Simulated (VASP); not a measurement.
TiO2, 6 atoms in the cell. Symmetry: P4_2/mnm, No. 136, tetragonal system. Conventional cell: a = 4.594 Å, b = 4.594 Å, c = 2.870 Å, α = 90.00°, β = 90.00°, γ = 90.00°. Within 2.5 Å of Ti (site symmetry mmm) lie 6 O at 1.91 to 1.99 Å. Within 2.6 Å of O (site symmetry m2m) lie 3 Ti at 1.91 to 1.99 Å and 1 O at 2.52 Å.  This cell differs from its parent crystal: zz strain of -3 %.

```yaml
Program: VASP 6.6.1
Task: single point
Functional: LDA
Potentials_or_basis: VASP PAW LDA potentials, release 64 (Ti_sv, O)
Cutoff: 520 eV
k_mesh: 7 × 7 × 10
Occupations: fermi-dirac, width 0.05 eV
Spin: no spin polarisation
Dipole_correction: no
Further_INCAR_settings: ALGO = Normal; EDIFF = 1e-06; NBANDS = 33
```

Potentials or basis: VASP PAW LDA potentials, release 64 (Ti_sv, O).

The run is started by

```console
$ cat potpaw_LDA.64/Ti_sv/POTCAR potpaw_LDA.64/O/POTCAR > POTCAR
$ mpirun -np 1 vasp_std > vasp.out
```

Hardware: 1 thread of Intel Xeon 8259CL (shared host).

Problem. Estimate the wall time of this run.

Solution. Run time: 2.4 min on 1 thread of Intel Xeon 8259CL (shared host), peak memory 0.22 GiB. Counts: scf iterations 16, k points 60.
